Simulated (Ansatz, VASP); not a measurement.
# WSe2 in VASP and in Ansatz

The input INCAR:

```
SYSTEM = WSe2
ALGO = Normal
EDIFF = 1E-7
ENCUT = 520
GGA = PS
ISIF = 2
ISMEAR = 0
LASPH = .True.
LCHARG = .False.
LREAL = .False.
LWAVE = .False.
NBANDS = 35
NELM = 60
PREC = Accurate
SIGMA = 0.05
```

File KPOINTS:

```
k-points
0
Gamma
  12 12 2
  0 0 0
```

Contents of POSCAR:

```
WSe2
1.0
    3.2711504299      0.0000000000      0.0000000000
   -1.6355752149      2.8328993719      0.0000000000
    0.0000000000      0.0000000000     13.2206659015
W Se
2 4
Direct
    0.3333298843      0.6666641418      0.2500000000
    0.6227714760      0.3011998236      0.7500000000
    0.3844784165      0.7041074661      0.6233861490
    0.6666183527      0.3332979650      0.1233861490
    0.3844784165      0.7041074661      0.8766138510
    0.6666183527      0.3332979650      0.3766138510
```

Input for Ansatz:

```yaml
crystal:
  lattice:
    - [3.2711504299, 0.0, 0.0]
    - [-1.6355752149, 2.8328993719, 0.0]
    - [0.0, 0.0, 13.2206659015]
  atoms:
    - { symbol: W, position: [0.3333298843, 0.6666641418, 0.25] }
    - { symbol: W, position: [0.622771476, 0.3011998236, 0.75] }
    - { symbol: Se, position: [0.3844784165, 0.7041074661, 0.623386149] }
    - { symbol: Se, position: [0.6666183527, 0.333297965, 0.123386149] }
    - { symbol: Se, position: [0.3844784165, 0.7041074661, 0.876613851] }
    - { symbol: Se, position: [0.6666183527, 0.333297965, 0.376613851] }
basis:
  ecutwfc: 420
kpoints:
  mp_grid: { grid: [12, 12, 2] }
hamiltonian:
  xc: pbesol
scf:
  occupations: { method: gaussian, width: 0.05 }
output:
  forces: true
  stress: true
  eigenvalues: true
```

Change from the starting cell: mode 11 (245.6 1/cm) frozen in, largest displacement +0.150 Å.

Alike in both runs: task single point; functional PBEsol; k mesh 12 × 12 × 2; occupations gaussian, width 0.05 eV; no spin polarisation.

```csv
,VASP,Ansatz
version,VASP 6.6.1,Ansatz 0.2.0
potentials or method,"VASP PAW PBE potentials, release 64 (W_sv, Se), cutoff 520 eV","scalar-relativistic, plane waves, PAW"
valence electrons in the cell,52,92
```

|  | VASP | Ansatz | Ansatz less VASP |
| --- | --- | --- | --- |
| gap on the k mesh at the Fermi level (eV) | 0.97 | 0.98 | +0.004 |
| least direct gap on the mesh (eV) | 1.51 | 1.51 | +0.004 |
| pressure (GPa) | 2.3 | 1.9 | -0.43 |
| traceless stress, the component that is largest in VASP (GPa) | -2.89 | -2.80 | +0.093 |
| rms of the force components (eV/Å) | 1.380 | 1.371 | -0.0099 |

VASP's potentials were made for PBE, not for PBEsol. Atom by atom the forces differ by 0.030 eV/Å (rms over components). VASP's potentials hold 52 valence electrons a cell and Ansatz's 92, so a difference there can come from the potentials and not from the codes.

Neither program's run includes spin-orbit coupling.
